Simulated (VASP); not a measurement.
# SnO2 in VASP: notebook, part 2 of 2

VASP 6.6.1. Earlier steps stand in the parts before.

## (3) Single point, r2SCAN

POSCAR reads:

```
SnO2
1.0
    4.7598181028      0.0000000000      0.0000000000
    0.0000000000      4.7600576175      0.0000000000
    0.0000000000      0.0000000000      3.2007107555
Sn O
2 4
Direct
    0.5556989388      0.4442836030      0.5000000000
    0.0556989388     -0.0557163970      0.0000000000
    0.3058623572      0.3059582262      0.0000000000
    0.8058623572      0.1940417738      0.5000000000
    0.1941376428      0.8059582262      0.5000000000
    0.6941376428      0.6940417738      0.0000000000
```

INCAR.step1 reads:

```
ALGO = Normal
EDIFF = 1E-4
ENCUT = 520
GGA = PE
ISMEAR = 0
LASPH = T
LCHARG = F
LREAL = F
LWAVE = T
NBANDS = 35
NELM = 100
PREC = Accurate
SIGMA = 0.05
```

INCAR.step2 reads:

```
ALGO = Normal
EDIFF = 1E-6
ENCUT = 520
ISIF = 2
ISMEAR = 0
ISTART = 1
LASPH = T
LCHARG = T
LELF = T
LMIXTAU = T
LREAL = F
LVHAR = T
LWAVE = F
METAGGA = R2SCAN
NBANDS = 35
NELM = 100
PREC = Accurate
SIGMA = 0.05
```

KPOINTS reads:

```
k-points
0
Gamma
  6 6 8
```

Potentials or basis: VASP PAW PBE potentials, release 64 (Sn_d, O).

On the command line:

```console
$ cat potpaw_PBE.64/Sn_d/POTCAR potpaw_PBE.64/O/POTCAR > POTCAR
$ cp INCAR.step1 INCAR
$ mpirun -np 1 vasp_std > vasp.out
$ cp INCAR.step2 INCAR
$ mpirun -np 1 vasp_std > vasp.out
```

OUTCAR:

```text
EDIFF = 1E-6
   ENCUT = 520
   ISIF = 2
   ISMEAR = 0
   ISTART = 1
   LASPH = T
   LREAL = F
   METAGGA = R2SCAN
   NELM = 100
   PREC = Accurate

 ion  position               nearest neighbor table
   1  0.556  0.444  0.500-   4 1.68   6 2.10   6 2.10   3 2.10   3 2.10   5 2.43   2 3.73   2 3.73
                             2 3.73   2 3.73   2 3.73   2 3.73   2 3.73   2 3.73
   2  0.056  0.944  0.000-   5 1.85   5 1.85   6 2.09   3 2.09   4 2.32   4 2.32   1 3.73   1 3.73
                             1 3.73   1 3.73   1 3.73   1 3.73   1 3.73   1 3.73
   3  0.306  0.306  0.000-   2 2.09   1 2.10   1 2.10
   4  0.806  0.194  0.500-   1 1.68   2 2.32   2 2.32
[... 1124 lines left out ...]
  Total        8.5982426      8.6003592      7.8693128    -10.6777797      0.0000000      0.0000000
  in kB      189.9639890    190.0107518    173.8594884   -235.9079321      0.0000000      0.0000000
  external PRESSURE =     184.6114097 kB  Pullay stress =       0.0000000 kB

 VOLUME and BASIS-vectors are now :
 -----------------------------------------------------------------------------
  energy-cutoff  :      520.00
  volume of cell :       72.52
      direct lattice vectors                 reciprocal lattice vectors
     4.759818103  0.000000000  0.000000000     0.210092062  0.000000000  0.000000000
     0.000000000  4.760057618  0.000000000     0.000000000  0.210081491  0.000000000
     0.000000000  0.000000000  3.200710755     0.000000000  0.000000000  0.312430606

 POSITION                                       TOTAL-FORCE (eV/Angst)
 -----------------------------------------------------------------------------------
      2.64503      2.11482      1.60036        -8.131838      8.133920      0.000000
      0.26512      4.49484      0.00000        -4.014067      4.014363      0.000000
      1.45585      1.45638      0.00000        -0.008808     -0.248932      0.000000
      3.83576      0.92365      1.60036         8.650934     -8.653316      0.000000
      0.92406      3.83641      1.60036         3.256239     -3.254814      0.000000
      3.30397      3.30368      0.00000         0.247540      0.008779      0.000000
 -----------------------------------------------------------------------------------
    total drift:                                0.005731     -0.005760     -0.000000

  FREE ENERGIE OF THE ION-ELECTRON SYSTEM (eV)
  ---------------------------------------------------
  free  energy   TOTEN  =       -81.9380786967 eV

  energy  without entropy=      -81.9380786967  energy(sigma->0) =      -81.93807870
```

OSZICAR.step1:

```text
N       E                     dE             d eps       ncg     rms          rms(c)
DAV:   1     0.640106493145E+03    0.64011E+03   -0.24876E+04  7593   0.232E+03
DAV:   2     0.593978755168E+02   -0.58071E+03   -0.54844E+03  7528   0.605E+02
DAV:   3    -0.365486217909E+02   -0.95946E+02   -0.94408E+02  7567   0.209E+02
DAV:   4    -0.414422422450E+02   -0.48936E+01   -0.48552E+01  8775   0.513E+01
DAV:   5    -0.415607229766E+02   -0.11848E+00   -0.11833E+00  8462   0.844E+00    0.174E+01
DAV:   6    -0.345049349577E+02    0.70558E+01   -0.18796E+01 11407   0.706E+01    0.663E+00
DAV:   7    -0.346676519060E+02   -0.16272E+00   -0.28764E+00  7666   0.969E+00    0.355E+00
DAV:   8    -0.346302945812E+02    0.37357E-01   -0.23555E-01 10058   0.560E+00    0.106E+00
DAV:   9    -0.346183332121E+02    0.11961E-01   -0.38353E-02 11281   0.312E+00    0.208E-01
DAV:  10    -0.346190279264E+02   -0.69471E-03   -0.12037E-02 10768   0.103E+00    0.147E-01
DAV:  11    -0.346192628981E+02   -0.23497E-03   -0.14788E-03 10237   0.354E-01    0.516E-02
DAV:  12    -0.346193215357E+02   -0.58638E-04   -0.10913E-04  5200   0.100E-01
   1 F= -.34619322E+02 E0= -.34619322E+02  d E =-.210361E-17
```

It took 15 min on 1 thread of Intel Xeon Platinum 8175M at 2.50GHz (Skylake/Cascade Lake), shared host; peak memory 0.32 GiB.

What came out:

```yaml
Free_energy: -81.9381 eV
Pressure: 18.5 GPa
Largest_force: 12.236 eV/Å
Band_gap_on_the_k_mesh: 1.95 eV, direct
```

Forces in eV/Å, atoms in the order of the input:
```
Sn  -8.132  8.134  0.000
Sn  -4.014  4.014  0.000
O   -0.009 -0.249  0.000
O    8.651 -8.653  0.000
O    3.256 -3.255  0.000
O    0.248  0.009  0.000
```

Caveat: the cell differs from its parent crystal (all Sn atoms moved +0.375 Å, as atom 1 towards its neighbour atom 4 (O) at 2.059 Å); the PAW data sets were made with another functional, which shifts forces and pressure a little; spin-orbit coupling is left out, which moves the levels of the heavy elements.

## (4) Single point, r2SCAN

POSCAR: that of step 3 with these lines changed.

```diff
@@ -8,4 +8,4 @@
 Direct
-    0.5556989388      0.4442836030      0.5000000000
-    0.0556989388     -0.0557163970      0.0000000000
+    0.5371326259      0.4628557353      0.5000000000
+    0.0371326259     -0.0371442647      0.0000000000
     0.3058623572      0.3059582262      0.0000000000
```

INCAR.step1 reads:

```
PREC     = Accurate       # precision mode
ENCUT    = 520            # plane-wave cutoff, eV
ISMEAR   = 0              # smearing method
SIGMA    = 0.05           # smearing width, eV
LREAL    = False          # projectors in reciprocal space
LASPH    = True           # aspherical terms in the spheres
NELM     = 80             # most SCF steps
NBANDS   = 35             # bands
GGA      = PE             # functional
ALGO     = Normal         # electronic algorithm
EDIFF    = 1E-4           # SCF threshold, eV
LWAVE    = True           # write WAVECAR
LCHARG   = False          # write CHGCAR
```

INCAR.step2 reads:

```
PREC     = Accurate       # precision mode
ENCUT    = 520            # plane-wave cutoff, eV
EDIFF    = 1E-7           # SCF threshold, eV
ISMEAR   = 0              # smearing method
SIGMA    = 0.05           # smearing width, eV
LREAL    = False          # projectors in reciprocal space
LASPH    = True           # aspherical terms in the spheres
NELM     = 80             # most SCF steps
ALGO     = Normal         # electronic algorithm
ISIF     = 2              # what is computed and relaxed
LWAVE    = False          # write WAVECAR
LCHARG   = False          # write CHGCAR
METAGGA  = R2SCAN         # meta-GGA
LMIXTAU  = True         
NBANDS   = 35             # bands
ISTART   = 1
```

KPOINTS reads:

```
regular mesh
0
Gamma
  6 6 8
```

On the command line:

```console
$ cat potpaw_PBE.64/Sn_d/POTCAR potpaw_PBE.64/O/POTCAR > POTCAR
$ cp INCAR.step1 INCAR
$ mpirun -np 1 vasp_std > vasp.out
$ cp INCAR.step2 INCAR
$ mpirun -np 1 vasp_std > vasp.out
```

Wall time 9.2 min (1 thread of Intel Xeon Platinum 8488C (Sapphire Rapids), shared host); peak memory 0.32 GiB.

It converged, with:

* Free energy: -83.5630 eV
* Pressure: 8.6 GPa
* Largest force: 6.024 eV/Å
* Band gap on the k mesh: 1.85 eV, direct

Forces in eV/Å, atoms in the order of the input:
```
Sn  -3.844  3.845  0.000
Sn  -2.776  2.776  0.000
O   -0.021 -0.117  0.000
O    4.259 -4.260  0.000
O    2.265 -2.265  0.000
O    0.116  0.020  0.000
```

Stress tensor (GPa, compression positive):
```
  8.62 -10.40   0.00
-10.40   8.62   0.00
  0.00   0.00   8.49
```

Levels at points of the mesh, in eV from the valence-band top:
| k point | band 24 | band 25 | band 26 | band 27 | band 28 | band 29 |
| --- | --- | --- | --- | --- | --- | --- |
| (0.00, 0.00, 0.00) | -0.78 | -0.60 | 0.00 | 1.85 | 6.40 | 7.25 |
| (0.50, 0.00, 0.00) | -0.91 | -0.71 | -0.44 | 4.95 | 5.04 | 7.73 |
| (0.00, 0.50, 0.00) | -0.91 | -0.71 | -0.44 | 4.95 | 5.04 | 7.73 |
| (0.50, 0.50, 0.00) | -1.16 | -1.00 | -0.90 | 5.29 | 5.46 | 8.26 |
| (0.00, 0.00, 0.50) | -1.53 | -1.22 | -1.18 | 6.70 | 6.84 | 10.21 |
| (0.50, 0.00, 0.50) | -1.00 | -0.70 | -0.63 | 6.90 | 6.98 | 8.87 |
| (0.00, 0.50, 0.50) | -1.00 | -0.70 | -0.63 | 6.90 | 6.98 | 8.87 |
| (0.50, 0.50, 0.50) | -0.90 | -0.73 | -0.61 | 5.34 | 5.65 | 9.49 |

Caveat: the cell differs from its parent crystal (all Sn atoms moved +0.250 Å, as atom 1 towards its neighbour atom 4 (O) at 2.059 Å); the PAW data sets were made with another functional, which shifts forces and pressure a little; spin-orbit coupling is left out, which moves the levels of the heavy elements.
